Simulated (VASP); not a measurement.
Write the native input for VASP 6.6.1 that does the following.

| Quantity | Value |
| --- | --- |
| Task | single point |
| Functional | PBE |
| Potentials or basis | VASP PAW PBE potentials, release 64 (Ba_sv, Ti_sv, O) |
| Cutoff | 520 eV |
| k mesh | 6 × 6 × 6 |
| Occupations | gaussian, width 0.01 eV |
| Spin | no spin polarisation |
| Dipole correction | no |
| Further INCAR settings | ALGO = Normal; EDIFF = 1e-06; NBANDS = 28 |

The structure of BaTiO3 lies in POSCAR:

```
BaTiO3
1.0
    4.0192490530      0.0000000000      0.0000000000
    0.0000000000      4.0192490530      0.0000000000
    0.0000000000      0.0000000000      4.0192490530
Ba Ti O
1 1 3
Direct
    0.5000000000      0.5000000000      0.5000000000
    0.0000000000      0.0000000000      0.0000000000
    0.5000000000      0.0000000000      0.0000000000
    0.0000000000      0.0000000000      0.5000000000
    0.0000000000      0.5000000000      0.0000000000
```

The input as run:

INCAR

```
ALGO     = Normal         # electronic algorithm
EDIFF    = 1E-6           # SCF threshold, eV
ENCUT    = 520            # plane-wave cutoff, eV
GGA      = PE             # functional
ISIF     = 2              # what is computed and relaxed
ISMEAR   = 0              # smearing method
LASPH    = T              # aspherical terms in the spheres
LCHARG   = F              # write CHGCAR
LREAL    = F              # projectors in reciprocal space
LWAVE    = F              # write WAVECAR
NBANDS   = 28             # bands
NELM     = 80             # most SCF steps
PREC     = Accurate       # precision mode
SIGMA    = 0.01           # smearing width, eV
```

KPOINTS

```
k-points
0
Gamma
  6 6 6
```

Potentials or basis: VASP PAW PBE potentials, release 64 (Ba_sv, Ti_sv, O).

Command:

```bash
$ cat potpaw_PBE.64/Ba_sv/POTCAR potpaw_PBE.64/Ti_sv/POTCAR potpaw_PBE.64/O/POTCAR > POTCAR
$ mpirun -np 1 vasp_std > vasp.out
```

Results of the run:

* Pressure: 1.7 GPa
* Band gap on the k mesh: 1.72 eV (least direct gap 1.88 eV)

Caveat: spin-orbit coupling is left out, which moves the levels of the heavy elements.

Run time: 75 s on 1 thread of Intel Xeon 8259CL (shared host), peak memory 0.19 GiB.
